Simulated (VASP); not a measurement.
# WC in VASP: a series of runs, part 2 of 3

VASP 6.6.1. The steps go on from the part before.

## (4) Single point, PBEsol (strain +0.040 along x and y, +0.040 along z)

INCAR

```
SYSTEM = WC
  ALGO = Normal
  EDIFF = 1E-6
  ENCUT = 520
  GGA = PS
  ISIF = 2
  ISMEAR = 0
  LASPH = .True.
  LCHARG = .False.
  LREAL = .False.
  LWAVE = .False.
  NBANDS = 16
  NELM = 60
  PREC = Accurate
  SIGMA = 0.15
```

KPOINTS

```
k-points
0
Gamma
  18 18 18
  0 0 0
```

POSCAR

```
WC
1.0
    0.0000000000      2.2803913600      2.2803913600
    2.2803913600      0.0000000000      2.2803913600
    2.2803913600      2.2803913600      0.0000000000
W C
1 1
Direct
    0.0000000000      0.0000000000      0.0000000000
    0.5000000000      0.5000000000      0.5000000000
```

Potentials or basis: VASP PAW PBE potentials, release 64 (W_sv, C).

The run is started by

```sh
$ cat potpaw_PBE.64/W_sv/POTCAR potpaw_PBE.64/C/POTCAR > POTCAR
$ mpirun -np 1 vasp_std > vasp.out
```

OUTCAR:

```text
SYSTEM = WC
   EDIFF = 1E-6
   ENCUT = 520
   GGA = PS
   ISIF = 2
   ISMEAR = 0
   LASPH = .True.
   LREAL = .False.
   NELM = 60
   PREC = Accurate

 ion  position               nearest neighbor table
   1  0.000  0.000  0.000-   2 2.28   2 2.28   2 2.28   2 2.28   2 2.28   2 2.28
   2  0.500  0.500  0.500-   1 2.28   1 2.28   1 2.28   1 2.28   1 2.28   1 2.28

  LATTYP: Found a face centered cubic cell.
 ALAT       =     4.5607827200

  Lattice vectors:

 A1 = (   0.0000000000,   2.2803913600,   2.2803913600)
 A2 = (   2.2803913600,   0.0000000000,   2.2803913600)
 A3 = (   2.2803913600,   2.2803913600,   0.0000000000)

Analysis of symmetry for initial positions (statically):
=====================================================================
 Subroutine PRICEL returns:
 Original cell was already a primitive cell.

 Routine SETGRP: Setting up the symmetry group for a
 face centered cubic supercell.

 Subroutine GETGRP returns: Found 48 space group operations
 (whereof 48 operations were pure point group operations)
 out of a pool of 48 trial point group operations.

The static configuration has the point symmetry O_h .

Analysis of symmetry for dynamics (positions and initial velocities):
=====================================================================
 Subroutine PRICEL returns:
 Original cell was already a primitive cell.

 Routine SETGRP: Setting up the symmetry group for a
 face centered cubic supercell.

 Subroutine GETGRP returns: Found 48 space group operations
 (whereof 48 operations were pure point group operations)
 out of a pool of 48 trial point group operations.

The dynamic configuration has the point symmetry O_h .

 Subroutine INISYM returns: Found 48 space group operations
 (whereof 48 operations are pure point group operations),
 and found     1 'primitive' translations

----------------------------------------------------------------------------------------

                                     Primitive cell

  volume of cell :      23.7169

  direct lattice vectors                    reciprocal lattice vectors
     0.000000000  2.280391360  2.280391360    -0.219260610  0.219260610  0.219260610
     2.280391360  0.000000000  2.280391360     0.219260610 -0.219260610  0.219260610
     2.280391360  2.280391360  0.000000000     0.219260610  0.219260610 -0.219260610

  length of vectors
     3.224960389  3.224960389  3.224960389     0.379770516  0.379770516  0.379770516

  position of ions in fractional coordinates (direct lattice)
     0.000000000  0.000000000  0.000000000
     0.500000000  0.500000000  0.500000000

  ion indices of the primitive-cell ions
   primitive index   ion index
                 1           1
                 2           2

----------------------------------------------------------------------------------------

 KPOINTS: k-points

Automatic generation of k-mesh.
 Grid dimensions read from file:
 generate k-points for:   18   18   18

 Generating k-lattice:

  Cartesian coordinates                     Fractional coordinates (reciprocal lattice)
    -0.012181145  0.012181145  0.012181145     0.055555556  0.000000000  0.000000000
     0.012181145 -0.012181145  0.012181145     0.000000000  0.055555556  0.000000000
     0.012181145  0.012181145 -0.012181145     0.000000000  0.000000000  0.055555556

  Length of vectors
     0.021098362  0.021098362  0.021098362

  Shift w.r.t. Gamma in fractional coordinates (k-lattice)
     0.000000000  0.000000000  0.000000000

 Subroutine IBZKPT returns following result:
 ===========================================

 Found    195 irreducible k-points:

 Following reciprocal coordinates:
            Coordinates               Weight
  0.000000  0.000000  0.000000      1.000000
  0.055556  0.000000  0.000000      8.000000
  0.111111  0.000000  0.000000      8.000000
  0.166667  0.000000  0.000000      8.000000
  0.222222  0.000000  0.000000      8.000000
  0.277778  0.000000  0.000000      8.000000
[... 16 lines left out ...]
 -0.277778  0.055556  0.000000     24.000000
 -0.222222  0.055556  0.000000     24.000000
 [... further k-points ...]
   k-points           NKPTS =    195   k-points in BZ     NKDIM =    195   number of bands    NBANDS=     16
   number of dos      NEDOS =    301   number of ions     NIONS =      2
   total plane-waves  NPLWV =  13824
   dimension x,y,z NGX =    24 NGY =   24 NGZ =   24
   dimension x,y,z NGXF=    48 NGYF=   48 NGZF=   48
   ions per type =               1   1
   NGX,Y,Z   is equivalent  to a cutoff of  12.37, 12.37, 12.37 a.u.
   NGXF,Y,Z  is equivalent  to a cutoff of  24.74, 24.74, 24.74 a.u.
 SYSTEM =  WC
   PREC   = accura    normal or accurate (medium, high low for compatibility)
   ISTART =      0    job   : 0-new  1-cont  2-samecut
   ICHARG =      2    charge: 1-file 2-atom 10-const
   ISPIN  =      1    spin polarized calculation?
   LNONCOLLINEAR =      F non collinear calculations
   LSORBIT =      F    spin-orbit coupling
   LASPH  =      T    aspherical Exc in radial PAW
   ENCUT  =  520.0 eV  38.22 Ry    6.18 a.u.   6.00  6.00  6.00*2*pi/ulx,y,z
   NELM   =     60;   NELMIN=  2; NELMDL= -5     # of ELM steps
   EDIFF  = 0.1E-05   stopping-criterion for ELM
   LREAL  =      F    real-space projection
   EDIFFG = 0.1E-04   stopping-criterion for IOM
   NSW    =      0    number of steps for IOM
   IBRION =     -1    ionic relax: 0-MD 1-quasi-New 2-CG
   NFREE  =      0    steps in history (QN), initial steepest desc. (CG)
   ISIF   =      2    stress and relaxation
   ISYM   =      2    0-nonsym 1-usesym 2-fastsym
   POTIM  = 0.5000    time-step for ionic-motion
   TEBEG  =    0.0;   TEEND  =   0.0 temperature during run
   PSTRESS=    0.0 pullay stress
   NELECT =      18.0000    total number of electrons
   NUPDOWN=      -1.0000    fix difference up-down
   EMIN   =  10.00;   EMAX   =-10.00  energy-range for DOS
   EFERMI =   0.00;   METHOD = LEGACY
   ISMEAR =     0;   SIGMA  =   0.15  broadening in eV -4-tet -1-fermi 0-gaus
   EFERMI_NEDOS =   21; number of points for ismear=-14 and -15
   IALGO  =     38    algorithm
   IMIX   =      4    mixing-type and parameters
     AMIX     =   0.40;   BMIX     =  1.00
     AMIX_MAG =   1.60;   BMIX_MAG =  1.00
  volume/ion in A,a.u.               =      11.86        80.02
  Fermi-wavevector in a.u.,A,eV,Ry     =   1.493297  2.821923 30.340133  2.229937
  Thomas-Fermi vector in A             =   2.605716
   LORBIT       =      0    0 simple, 1 ext, 2 COOP (PROOUT), +10 PAW based schemes
   GGA     = PS    functional components
   LHFCALC =     F    Hartree Fock is set to
   AEXX    =    0.0000 exact exchange contribution
   IVDW    =     0    specifies the selected vdW correction
   LEPSILON=     F    determine dielectric tensor
   LRPA    =     F    only Hartree local field effects (RPA)
 non-spin polarized calculation
 Gauss-broadening in eV      SIGMA  =   0.15
  energy-cutoff  :      520.00
  volume of cell :       23.72
 maximum number of plane-waves:       650
   NGX = 11   NGY = 11   NGZ = 11

 number of electron      17.9999998 magnetization

 Free energy of the ion-electron system (eV)
  ---------------------------------------------------
  ext. energy  EPLUGINS =         0.00000000
  ---------------------------------------------------
  free energy    TOTEN  =       -22.55244586 eV

  energy without entropy =      -22.54162494  energy(sigma->0) =      -22.54703540

 E-fermi :  10.4989     XC(G=0): -13.2013

 val. band max:       10.4969785307   @ k =  -0.2778   0.2778   0.0000
 cond. band min:      10.5109898194   @ k =  -0.3333   0.4444   0.2222
 fundamental gap:      0.0140112887
 Fermi energy:        10.4988534188

 k-point     1 :       0.0000    0.0000    0.0000
  band No.  band energies     occupation
      1     -64.9362      2.00000
      2     -28.9316      2.00000
      3     -28.9316      2.00000
      4     -28.9316      2.00000
      5      -4.2267      2.00000
      6       8.1728      2.00000
[... 8 lines left out ...]
     15      20.2615      0.00000
     16      31.7451      0.00000

 k-point     2 :       0.0556    0.0000    0.0000
  band No.  band energies     occupation
      1     -64.9356      2.00000
      2     -28.9432      2.00000
      3     -28.9330      2.00000
      4     -28.9330      2.00000
      5      -4.1522      2.00000
      6       7.8809      2.00000
[... 8 lines left out ...]
     15      20.4340      0.00000
     16      30.6735      0.00000
[... 387 lines left out ...]
      5      -2.2841      2.00000
      6       4.1334      2.00000
[... 8 lines left out ...]
     15      21.9186      0.00000
     16      24.2683      0.00000

 k-point    24 :      -0.2222    0.0556    0.0000
  band No.  band energies     occupation
      1     -64.9263      2.00000
      2     -29.1102      2.00000
      3     -28.9652      2.00000
      4     -28.9477      2.00000
      5      -2.8717      2.00000
      6       5.0271      2.00000
[... 8 lines left out ...]
     15      22.0244      0.00000
     16      25.1900      0.00000

 [... further k-points ...]
[... 5 lines left out ...]
  --------------------------------------------------------------------------------------
  -------------------------------------------------------------------------------------
  Total       -6.0269829     -6.0269829     -6.0269829      0.0000000     -0.0000000      0.0000000
  in kB     -407.1480722   -407.1480722   -407.1480722      0.0000000     -0.0000000      0.0000000
  external PRESSURE =    -407.1480722 kB  Pullay stress =       0.0000000 kB

 VOLUME and BASIS-vectors are now :
 -----------------------------------------------------------------------------
  energy-cutoff  :      520.00
  volume of cell :       23.72
      direct lattice vectors                 reciprocal lattice vectors
     0.000000000  2.280391360  2.280391360    -0.219260610  0.219260610  0.219260610
     2.280391360  0.000000000  2.280391360     0.219260610 -0.219260610  0.219260610
     2.280391360  2.280391360  0.000000000     0.219260610  0.219260610 -0.219260610

 POSITION                                       TOTAL-FORCE (eV/Angst)
 -----------------------------------------------------------------------------------
      0.00000      0.00000      0.00000        -0.000000     -0.000000      0.000000
      2.28039      2.28039      2.28039         0.000000      0.000000     -0.000000
 -----------------------------------------------------------------------------------
    total drift:                                0.000000     -0.000000     -0.000000

  FREE ENERGIE OF THE ION-ELECTRON SYSTEM (eV)
  ---------------------------------------------------
  free  energy   TOTEN  =       -22.5524458612 eV

  energy  without entropy=      -22.5416249442  energy(sigma->0) =      -22.54703540
```

It took 36 s on 1 thread of Intel Xeon 6975P-C, shared host; peak memory 0.19 GiB.

What came out:

```
Free energy            : -22.5524 eV
Pressure               : -40.7 GPa
Band gap on the k mesh : zero (band 9 reaches 11.34 eV, above the bottom of band 10 at 8.71 eV)
```

Caveat: the cell differs from its parent crystal (strain +0.040 along x and y, +0.040 along z); the PAW data sets were made with another functional, which shifts forces and pressure a little; spin-orbit coupling is left out, which moves the levels of the heavy elements.

## (5) Single point, PBEsol (strain +0.080 along x and y, +0.080 along z)

INCAR

```
PREC = Accurate ; ENCUT = 520
EDIFF = 1E-6 ; ISMEAR = 0
SIGMA = 0.15 ; LREAL = False
LASPH = True ; NELM = 80
ALGO = Normal ; ISIF = 2
LWAVE = False ; LCHARG = True
GGA = PS ; LELF = True
LVHAR = True ; NBANDS = 16
```

KPOINTS

```
Automatic mesh
0
Gamma
  18 18 18
```

POSCAR

```
WC
1.0
    0.0000000000      2.3680987200      2.3680987200
    2.3680987200      0.0000000000      2.3680987200
    2.3680987200      2.3680987200      0.0000000000
W C
1 1
Direct
    0.0000000000      0.0000000000      0.0000000000
    0.5000000000      0.5000000000      0.5000000000
```

Potentials or basis: VASP PAW PBE potentials, release 64 (W_sv, C).

The run is started by

```sh
$ cat potpaw_PBE.64/W_sv/POTCAR potpaw_PBE.64/C/POTCAR > POTCAR
$ mpirun -np 1 vasp_std > vasp.out
```

OUTCAR:

```text
PREC = Accurate
   ENCUT = 520
   EDIFF = 1E-6
   ISMEAR = 0
   LREAL = False
   LASPH = True
   NELM = 80
   ISIF = 2
   GGA = PS

 ion  position               nearest neighbor table
   1  0.000  0.000  0.000-   2 2.37   2 2.37   2 2.37   2 2.37   2 2.37   2 2.37
   2  0.500  0.500  0.500-   1 2.37   1 2.37   1 2.37   1 2.37   1 2.37   1 2.37

  LATTYP: Found a face centered cubic cell.
 ALAT       =     4.7361974400

  Lattice vectors:

 A1 = (   0.0000000000,   2.3680987200,   2.3680987200)
 A2 = (   2.3680987200,   0.0000000000,   2.3680987200)
 A3 = (   2.3680987200,   2.3680987200,   0.0000000000)

Analysis of symmetry for initial positions (statically):
=====================================================================
 Subroutine PRICEL returns:
 Original cell was already a primitive cell.

 Routine SETGRP: Setting up the symmetry group for a
 face centered cubic supercell.

 Subroutine GETGRP returns: Found 48 space group operations
 (whereof 48 operations were pure point group operations)
 out of a pool of 48 trial point group operations.

[... 156 lines left out ...]
  ---------------------------------------------------
  ext. energy  EPLUGINS =         0.00000000
  ---------------------------------------------------
  free energy    TOTEN  =       -21.66851151 eV

  energy without entropy =      -21.65439229  energy(sigma->0) =      -21.66145190

 E-fermi :   8.9476     XC(G=0): -12.6049

 val. band max:        8.9455273024   @ k =  -0.2778   0.2778   0.0000
 cond. band min:       8.9505835841   @ k =   0.3333   0.0556   0.0000
 fundamental gap:      0.0050562816
 Fermi energy:         8.9476492881

 k-point     1 :       0.0000    0.0000    0.0000
  band No.  band energies     occupation
      1     -66.5459      2.00000
      2     -30.5339      2.00000
      3     -30.5339      2.00000
      4     -30.5339      2.00000
      5      -4.8074      2.00000
      6       6.9812      2.00000
[... 433 lines left out ...]
      3     -30.5556      2.00000
      4     -30.5447      2.00000
      5      -3.6331      2.00000
      6       4.0548      2.00000
[... 8 lines left out ...]
     15      19.7931      0.00000
     16      22.5753      0.00000

 [... further k-points ...]
[... 5 lines left out ...]
  --------------------------------------------------------------------------------------
  -------------------------------------------------------------------------------------
  Total       -9.4253018     -9.4253018     -9.4253018     -0.0000000     -0.0000000     -0.0000000
  in kB     -568.5601818   -568.5601818   -568.5601818     -0.0000000     -0.0000000     -0.0000000
  external PRESSURE =    -568.5601818 kB  Pullay stress =       0.0000000 kB

 VOLUME and BASIS-vectors are now :
 -----------------------------------------------------------------------------
  energy-cutoff  :      520.00
  volume of cell :       26.56
      direct lattice vectors                 reciprocal lattice vectors
     0.000000000  2.368098720  2.368098720    -0.211139846  0.211139846  0.211139846
     2.368098720  0.000000000  2.368098720     0.211139846 -0.211139846  0.211139846
     2.368098720  2.368098720  0.000000000     0.211139846  0.211139846 -0.211139846

 POSITION                                       TOTAL-FORCE (eV/Angst)
 -----------------------------------------------------------------------------------
      0.00000      0.00000      0.00000        -0.000000      0.000000      0.000000
      2.36810      2.36810      2.36810         0.000000     -0.000000     -0.000000
 -----------------------------------------------------------------------------------
    total drift:                               -0.000000      0.000000      0.000000

  FREE ENERGIE OF THE ION-ELECTRON SYSTEM (eV)
  ---------------------------------------------------
  free  energy   TOTEN  =       -21.6685115054 eV

  energy  without entropy=      -21.6543922941  energy(sigma->0) =      -21.66145190
```

It took 76 s on 1 thread of Intel Xeon 6975P-C, shared host; peak memory 0.22 GiB.

Results:

| Item | Value |
| --- | --- |
| Free energy | -21.6685 eV |
| Pressure | -56.9 GPa |
| Band gap on the k mesh | zero (band 9 reaches 9.62 eV, above the bottom of band 10 at 7.44 eV) |

Levels at points of the mesh, in eV from the Fermi level:
```
           k point  band 5  band 6  band 7  band 8  band 9  band 10  band 11  band 12  band 13  band 14
(0.00, 0.00, 0.00)  -13.76   -1.97   -1.97   -1.97   -0.74    -0.74    -0.57    -0.57    -0.57     4.19
(0.50, 0.00, 0.00)  -10.45   -7.88   -5.02   -5.02    0.67     0.67     1.56     4.58     6.65     6.65
(0.50, 0.50, 0.00)  -11.73   -4.78   -4.17   -1.97   -1.97     0.52     1.50     1.50     3.54     4.71
```

Caveat: the cell differs from its parent crystal (strain +0.080 along x and y, +0.080 along z); the PAW data sets were made with another functional, which shifts forces and pressure a little; spin-orbit coupling is left out, which moves the levels of the heavy elements.

(Continued in part 3 of 3.)
